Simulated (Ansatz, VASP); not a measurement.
## Mo: VASP beside Ansatz

File INCAR:

```
ALGO = Normal ; EDIFF = 1E-6
ENCUT = 520 ; GGA = PS
ISIF = 2 ; ISMEAR = 1
IVDW = 12 ; LASPH = True
LCHARG = False ; LREAL = False
LWAVE = False ; NBANDS = 13
NELM = 60 ; PREC = Accurate
SIGMA = 0.05
```

KPOINTS

```
k-points
0
Gamma
  12 12 11
```

File POSCAR:

```
Mo
1.0
    2.7355100000      0.0000000000      0.0000000000
   -1.3677550000      2.3690210000      0.0000000000
    0.0000000000      0.0000000000      2.5551810000
Mo
1
Direct
    0.0000000000      0.0000000000      0.5000000000
```

Input for Ansatz:

```yaml
crystal:
  lattice:
    - [2.73551, 0.0, 0.0]
    - [-1.367755, 2.369021, 0.0]
    - [0.0, 0.0, 2.555181]
  atoms:
    - { symbol: Mo, position: [0.0, 0.0, 0.5] }
basis:
  ecutwfc: 500.0
kpoints:
  mp_grid:
    grid: [12, 12, 11]
hamiltonian:
  xc: pbesol
  dispersion: d3bj
  pseudopotentials:
    kind: paw
scf:
  occupations:
    method: cold
    width: 0.05
output:
  stress: true
```

Alike in both runs: task single point; functional PBEsol; dispersion D3(BJ); k mesh 12 × 12 × 11; no spin polarisation.

```csv
,VASP,Ansatz
version,VASP 6.6.1,Ansatz 0.2.0
potentials or method,"VASP PAW PBE potentials, release 64 (Mo_sv), cutoff 520 eV","plane waves, PAW"
occupations,"methfessel-paxton of order 1, width 0.05 eV","cold, width 0.05 eV"
valence electrons in the cell,14,14
```

VASP gave:

* pressure (GPa): -10.7
* traceless stress, the component that is largest in VASP (GPa): -6.12

Task: What did Ansatz give for the same quantities?

Result: Pressure (GPa): -11.3; traceless stress, the component that is largest in VASP (GPa): -6.28.

VASP's potentials were made for PBE, not for PBEsol.
